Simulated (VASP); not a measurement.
# W3S in VASP: single point with PBE+D3(BJ)

Aim: the single point of W3S with PBE+D3(BJ).

Program: VASP 6.6.1. These are calculated values, not measurements. Logs are shortened: lines on timing, memory, paths and dates and some standing lists are left out, and cuts for length are marked.

## Step 1: The cell of the first run

The cell holds a slab with vacuum, 4 atoms: a = 2.855 Å, b = 2.855 Å, c = 19.445 Å, α = 90.00°, β = 90.00°, γ = 90.00°.

## Step 2: Single point, PBE+D3(BJ)

INCAR

```
PREC = Accurate ; ENCUT = 400
EDIFF = 1E-6 ; ISMEAR = 0
SIGMA = 0.1 ; LREAL = F
LASPH = T ; NELM = 120
ALGO = Normal ; ISIF = 2
LWAVE = F ; LCHARG = T
LDIPOL = T ; IDIPOL = 3
DIPOL = 0.5 0.5 0.351 ; GGA = PE
IVDW = 12 ; LELF = T
LVHAR = T ; LVACPOTAV = T
NBANDS = 32 ; GGA_COMPAT = F
NELMDL = -8
```

KPOINTS

```
Automatic mesh
0
Gamma
  9 9 1
```

POSCAR

```
W3S
1.0
    2.8547213223      0.0000000000      0.0000000000
    0.0000000000      2.8547213223      0.0000000000
    0.0000000000      0.0000000000     19.4446428902
W S
3 1
Direct
    0.5000000000      0.5000000000      0.2057121863
    0.0000000000      0.0000000000      0.3071173012
    0.5000000000      0.5000000000      0.4085774645
    1.0000000000      1.0000000000      0.4807371439
```

Potentials or basis: VASP PAW PBE potentials, release 64 (W_sv, S).

Launch:

```
cat potpaw_PBE.64/W_sv/POTCAR potpaw_PBE.64/S/POTCAR > POTCAR
mpirun -np 1 vasp_std > vasp.out
```

OUTCAR:

```text
PREC = Accurate
   ENCUT = 400
   EDIFF = 1E-6
   ISMEAR = 0
   LREAL = F
   LASPH = T
   NELM = 120
   ISIF = 2
   GGA = PE
   IVDW = 12
   NELMDL = -8
 IVDW          = 12

 ion  position               nearest neighbor table
   1  0.500  0.500  0.206-   2 2.82   2 2.82   2 2.82   2 2.82
   2  0.000  0.000  0.307-   1 2.82   1 2.82   1 2.82   1 2.82   3 2.82   3 2.82   3 2.82   3 2.82

   3  0.500  0.500  0.409-   4 2.46   4 2.46   4 2.46   4 2.46   2 2.82   2 2.82   2 2.82   2 2.82

   4  0.000  0.000  0.481-   3 2.46   3 2.46   3 2.46   3 2.46

  LATTYP: Found a simple tetragonal cell.
 ALAT       =     2.8547213223
 C/A-ratio  =     6.8113979247

  Lattice vectors:

 A1 = (   2.8547213223,   0.0000000000,   0.0000000000)
 A2 = (   0.0000000000,   2.8547213223,   0.0000000000)
 A3 = (   0.0000000000,   0.0000000000,  19.4446428902)

Analysis of symmetry for initial positions (statically):
=====================================================================
 Subroutine PRICEL returns:
 Original cell was already a primitive cell.

 Routine SETGRP: Setting up the symmetry group for a
 simple tetragonal supercell.

 Subroutine GETGRP returns: Found  8 space group operations
 (whereof  8 operations were pure point group operations)
 out of a pool of 16 trial point group operations.

The static configuration has the point symmetry C_4v.

Analysis of symmetry for dynamics (positions and initial velocities):
=====================================================================
 Subroutine PRICEL returns:
 Original cell was already a primitive cell.

 Routine SETGRP: Setting up the symmetry group for a
 simple tetragonal supercell.

 Subroutine GETGRP returns: Found  8 space group operations
 (whereof  8 operations were pure point group operations)
 out of a pool of 16 trial point group operations.

The dynamic configuration has the point symmetry C_4v.

 Subroutine INISYM returns: Found  8 space group operations
 (whereof  8 operations are pure point group operations),
 and found     1 'primitive' translations

----------------------------------------------------------------------------------------

                                     Primitive cell

  volume of cell :     158.4628

  direct lattice vectors                    reciprocal lattice vectors
     2.854721322  0.000000000  0.000000000     0.350296890  0.000000000  0.000000000
     0.000000000  2.854721322  0.000000000     0.000000000  0.350296890  0.000000000
     0.000000000  0.000000000 19.444642890     0.000000000  0.000000000  0.051428047

  length of vectors
     2.854721322  2.854721322 19.444642890     0.350296890  0.350296890  0.051428047

  position of ions in fractional coordinates (direct lattice)
     0.500000000  0.500000000  0.205712186
     0.000000000  0.000000000  0.307117301
     0.500000000  0.500000000  0.408577464
     0.000000000  0.000000000  0.480737144

  ion indices of the primitive-cell ions
   primitive index   ion index
                 1           1
                 2           2
                 3           3
                 4           4

----------------------------------------------------------------------------------------

 KPOINTS: Automatic mesh

Automatic generation of k-mesh.
 Grid dimensions read from file:
 generate k-points for:    9    9    1

 Generating k-lattice:

  Cartesian coordinates                     Fractional coordinates (reciprocal lattice)
     0.038921877  0.000000000  0.000000000     0.111111111  0.000000000  0.000000000
     0.000000000  0.038921877  0.000000000     0.000000000  0.111111111  0.000000000
     0.000000000  0.000000000  0.051428047     0.000000000  0.000000000  1.000000000

  Length of vectors
     0.038921877  0.038921877  0.051428047

  Shift w.r.t. Gamma in fractional coordinates (k-lattice)
     0.000000000  0.000000000  0.000000000

 Subroutine IBZKPT returns following result:
 ===========================================

 Found     15 irreducible k-points:

 Following reciprocal coordinates:
            Coordinates               Weight
  0.000000  0.000000  0.000000      1.000000
  0.111111  0.000000  0.000000      4.000000
  0.222222  0.000000  0.000000      4.000000
  0.333333  0.000000  0.000000      4.000000
  0.444444  0.000000  0.000000      4.000000
  0.111111  0.111111  0.000000      4.000000
  0.222222  0.111111  0.000000      8.000000
  0.333333  0.111111  0.000000      8.000000
  0.444444  0.111111  0.000000      8.000000
  0.222222  0.222222  0.000000      4.000000
  0.333333  0.222222  0.000000      8.000000
  0.444444  0.222222  0.000000      8.000000
  0.333333  0.333333  0.000000      4.000000
  0.444444  0.333333  0.000000      8.000000
  0.444444  0.444444  0.000000      4.000000
   k-points           NKPTS =     15   k-points in BZ     NKDIM =     15   number of bands    NBANDS=     32
   number of dos      NEDOS =    301   number of ions     NIONS =      4
   total plane-waves  NPLWV =  51200
   dimension x,y,z NGX =    20 NGY =   20 NGZ =  128
   dimension x,y,z NGXF=    40 NGYF=   40 NGZF=  256
   ions per type =               3   1
   NGX,Y,Z   is equivalent  to a cutoff of  11.65, 11.65, 10.94 a.u.
   NGXF,Y,Z  is equivalent  to a cutoff of  23.29, 23.29, 21.89 a.u.
 SYSTEM =  unknown system
   PREC   = accura    normal or accurate (medium, high low for compatibility)
   ISTART =      0    job   : 0-new  1-cont  2-samecut
   ICHARG =      2    charge: 1-file 2-atom 10-const
   ISPIN  =      1    spin polarized calculation?
   LNONCOLLINEAR =      F non collinear calculations
   LSORBIT =      F    spin-orbit coupling
   LASPH  =      T    aspherical Exc in radial PAW
   ENCUT  =  400.0 eV  29.40 Ry    5.42 a.u.   4.66  4.66 31.71*2*pi/ulx,y,z
   NELM   =    120;   NELMIN=  2; NELMDL= -8     # of ELM steps
   EDIFF  = 0.1E-05   stopping-criterion for ELM
   LREAL  =      F    real-space projection
   EDIFFG = 0.1E-04   stopping-criterion for IOM
   NSW    =      0    number of steps for IOM
   IBRION =     -1    ionic relax: 0-MD 1-quasi-New 2-CG
   NFREE  =      0    steps in history (QN), initial steepest desc. (CG)
   ISIF   =      2    stress and relaxation
   ISYM   =      2    0-nonsym 1-usesym 2-fastsym
   POTIM  = 0.5000    time-step for ionic-motion
   TEBEG  =    0.0;   TEEND  =   0.0 temperature during run
   PSTRESS=    0.0 pullay stress
   NELECT =      48.0000    total number of electrons
   NUPDOWN=      -1.0000    fix difference up-down
   EMIN   =  10.00;   EMAX   =-10.00  energy-range for DOS
   EFERMI =   0.00;   METHOD = LEGACY
   ISMEAR =     0;   SIGMA  =   0.10  broadening in eV -4-tet -1-fermi 0-gaus
   EFERMI_NEDOS =   21; number of points for ismear=-14 and -15
   IALGO  =     38    algorithm
   IMIX   =      4    mixing-type and parameters
     AMIX     =   0.40;   BMIX     =  1.00
     AMIX_MAG =   1.60;   BMIX_MAG =  1.00
  volume/ion in A,a.u.               =      39.62       267.34
  Fermi-wavevector in a.u.,A,eV,Ry     =   1.099460  2.077678 16.446890  1.208812
  Thomas-Fermi vector in A             =   2.235855
   LORBIT       =      0    0 simple, 1 ext, 2 COOP (PROOUT), +10 PAW based schemes
   GGA     = PE    functional components
   LHFCALC =     F    Hartree Fock is set to
   AEXX    =    0.0000 exact exchange contribution
   IVDW    =    12    specifies the selected vdW correction
   LEPSILON=     F    determine dielectric tensor
   LRPA    =     F    only Hartree local field effects (RPA)
 non-spin polarized calculation
 Gauss-broadening in eV      SIGMA  =   0.10
  energy-cutoff  :      400.00
  volume of cell :      158.46
 maximum number of plane-waves:      2931
 NGX is ok and might be reduce to    20
   NGX =  9   NGY =  9   NGZ = 63

 dipolmoment           0.000000      0.000000     -0.047133 electrons x Angstroem

 number of electron      48.0000005 magnetization

 dipolmoment           0.000000      0.000000      0.016134 electrons x Angstroem

 Free energy of the ion-electron system (eV)
  ---------------------------------------------------
  ext. energy  EPLUGINS =         0.00000000
  ---------------------------------------------------
  free energy    TOTEN  =       -40.45724096 eV

  energy without entropy =      -40.43843219  energy(sigma->0) =      -40.44783658

 E-fermi :   1.3709     XC(G=0):  -6.0329

 val. band max:        1.3515515512   @ k =   0.1111   0.1111   0.0000
 cond. band min:       1.3888280067   @ k =   0.3333   0.2222   0.0000
 fundamental gap:      0.0372764555
 Fermi energy:         1.3708699214

 k-point     1 :       0.0000    0.0000    0.0000
  band No.  band energies     occupation
      1     -72.5282      2.00000
      2     -72.4689      2.00000
      3     -72.3032      2.00000
      4     -37.1214      2.00000
      5     -36.8083      2.00000
      6     -36.5317      2.00000
[... 24 lines left out ...]
     31       4.6290      0.00000
     32       5.7489      0.00000

 k-point     2 :       0.1111    0.0000    0.0000
  band No.  band energies     occupation
      1     -72.5231      2.00000
      2     -72.4638      2.00000
      3     -72.3010      2.00000
      4     -37.1009      2.00000
      5     -36.8336      2.00000
      6     -36.6020      2.00000
[... 24 lines left out ...]
     31       4.8270      0.00000
     32       5.5455      0.00000

 k-point     3 :       0.2222    0.0000    0.0000
  band No.  band energies     occupation
      1     -72.5101      2.00000
      2     -72.4505      2.00000
      3     -72.2956      2.00000
      4     -37.0676      2.00000
      5     -36.9208      2.00000
      6     -36.7729      2.00000
[... 24 lines left out ...]
     31       4.5709      0.00000
     32       5.7886      0.00000

 k-point     4 :       0.3333    0.0000    0.0000
  band No.  band energies     occupation
      1     -72.4956      2.00000
      2     -72.4349      2.00000
      3     -72.2899      2.00000
      4     -37.1385      2.00000
      5     -37.0475      2.00000
      6     -36.8901      2.00000
[... 24 lines left out ...]
     31       5.3015      0.00000
     32       5.4108      0.00000

 k-point     5 :       0.4444    0.0000    0.0000
  band No.  band energies     occupation
      1     -72.4861      2.00000
      2     -72.4243      2.00000
      3     -72.2864      2.00000
      4     -37.2440      2.00000
      5     -37.1443      2.00000
      6     -36.9926      2.00000
[... 269 lines left out ...]
     31       6.0515      0.00000
     32       6.8344      0.00000

 k-point    13 :       0.3333    0.3333    0.0000
  band No.  band energies     occupation
      1     -72.4684      2.00000
      2     -72.4056      2.00000
      3     -72.2672      2.00000
      4     -37.0190      2.00000
      5     -37.0072      2.00000
      6     -36.9522      2.00000
[... 24 lines left out ...]
     31       5.7333      0.00000
     32       6.0153      0.00000

 k-point    14 :       0.4444    0.3333    0.0000
  band No.  band energies     occupation
      1     -72.4604      2.00000
      2     -72.3969      2.00000
      3     -72.2606      2.00000
      4     -37.1224      2.00000
      5     -37.0693      2.00000
      6     -36.9773      2.00000
[... 24 lines left out ...]
     31       5.9715      0.00000
     32       6.9610      0.00000

 k-point    15 :       0.4444    0.4444    0.0000
  band No.  band energies     occupation
      1     -72.4529      2.00000
      2     -72.3888      2.00000
      3     -72.2531      2.00000
      4     -37.1413      2.00000
      5     -37.1411      2.00000
      6     -36.9420      2.00000
[... 24 lines left out ...]
     31       6.6068      0.00000
     32       6.6624      0.00000

------------------------ aborting loop because EDIFF is reached ----------------------------------------

 Edisp (eV)   -1.74933

 E8    (eV) :    -0.8816

  FORCE on cell =-STRESS in cart. coord.  units (eV):
  Direction    XX          YY          ZZ          XY          YZ          ZX
  --------------------------------------------------------------------------------------
  -------------------------------------------------------------------------------------
  Total      -1.15004    -1.15004     2.03032     0.00000     0.00000     0.00000
  in kB     -11.62772   -11.62772    20.52809     0.00000     0.00000     0.00000
  external pressure =       -0.91 kB  Pullay stress =        0.00 kB

 VOLUME and BASIS-vectors are now :
 -----------------------------------------------------------------------------
  energy-cutoff  :      400.00
  volume of cell :      158.46
      direct lattice vectors                 reciprocal lattice vectors
     2.854721322  0.000000000  0.000000000     0.350296890  0.000000000  0.000000000
     0.000000000  2.854721322  0.000000000     0.000000000  0.350296890  0.000000000
     0.000000000  0.000000000 19.444642890     0.000000000  0.000000000  0.051428047

 POSITION                                       TOTAL-FORCE (eV/Angst)
 -----------------------------------------------------------------------------------
      1.42736      1.42736      4.00000        -0.000000     -0.000000     -0.334565
      0.00000      0.00000      5.97179         0.000000      0.000000     -0.473312
      1.42736      1.42736      7.94464         0.000000      0.000000      0.913332
      0.00000      0.00000      9.34776         0.000000      0.000000     -0.105455
 -----------------------------------------------------------------------------------
    total drift:                                0.000000      0.000000     -0.000854

  FREE ENERGIE OF THE ION-ELECTRON SYSTEM (eV)
  ---------------------------------------------------
  free  energy   TOTEN  =       -42.2065716141 eV

  energy  without entropy=      -42.1877628489  energy(sigma->0) =      -42.19716723

 vacuum level on the upper side and lower side of the slab         6.284         5.925
```

Run time: 3 min. Hardware: 1 thread of Intel Xeon 8259CL, shared host; peak memory 0.23 GiB.

Results:

```yaml
Free_energy: -42.2066 eV
Largest_force: 0.913 eV/Å
Band_gap_on_the_k_mesh: zero (bands 24 and 25 overlap by 1.49 eV)
Dispersion_energy_per_atom: -0.437 eV
```

Forces on the atoms (eV/Å):
```
W    0.000  0.000 -0.335
W    0.000  0.000 -0.473
W    0.000  0.000  0.913
S    0.000  0.000 -0.105
```

Caveat: spin-orbit coupling is left out, which moves the levels of the heavy elements.

The gap in the log of VASP goes by the Fermi energy; the results here count the filled bands.